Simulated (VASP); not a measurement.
Crystal: Si2Ge.

```
Si Ge
1.0
     3.89000    0.00000    0.00000
    -1.94500    3.36884    0.00000
     0.00000    0.00000    9.53000
Si Ge
4 2
Direct
  0.00000 0.00000 0.87500
  0.33333 0.66667 0.79170
  0.00000 0.00000 0.12500
  0.66667 0.33333 0.20830
  0.33333 0.66667 0.54170
  0.66667 0.33333 0.45830
```

- Program: VASP 6.6.1
- Task: relaxation of cell and atoms
- Functional: PBE
- Potentials or basis: VASP PAW PBE potentials, release 64 (Si, Ge_d)
- Cutoff: 600 eV
- k mesh: 5 × 5 × 2
- Occupations: gaussian, width 0.2 eV
- Spin: no spin polarisation

At the start: pressure 2.7 GPa; volume 20.81 Å³/atom.

Task: How do energy, volume and symmetry change on relaxing?

Result: Over 6 steps the energy falls by 12.9 meV/atom and the volume is 21.42 Å³/atom (+2.9 %); space group P-3m1 (No. 164, to 0.05 Å).

Step by step:
```tsv
step	energy change (eV)	largest force (eV/Å)	pressure (GPa)	volume (Å³)
1	0.0000	0.4850	2.68	124.89
2	-0.0508	0.3219	-1.46	131.30
3	-0.0562	0.3546	-0.57	129.72
4	-0.0710	0.1758	-0.32	129.19
5	-0.0764	0.1616	0.01	128.59
6	-0.0774	0.0429	0.12	128.52
```

Final structure:
```
Si Ge
1.0
     3.93603    0.00000    0.00000
    -1.96801    3.40870    0.00000
     0.00000    0.00000    9.57891
Si Ge
4 2
Direct
  0.00000 0.00000 0.87665
  0.33333 0.66667 0.79799
  0.00000 0.00000 0.12335
  0.66667 0.33333 0.20201
  0.33333 0.66667 0.54610
  0.66667 0.33333 0.45390
```

Caveat: the relaxation stopped at a loose force limit of 0.08 eV/Å, so its end isn't a converged minimum.
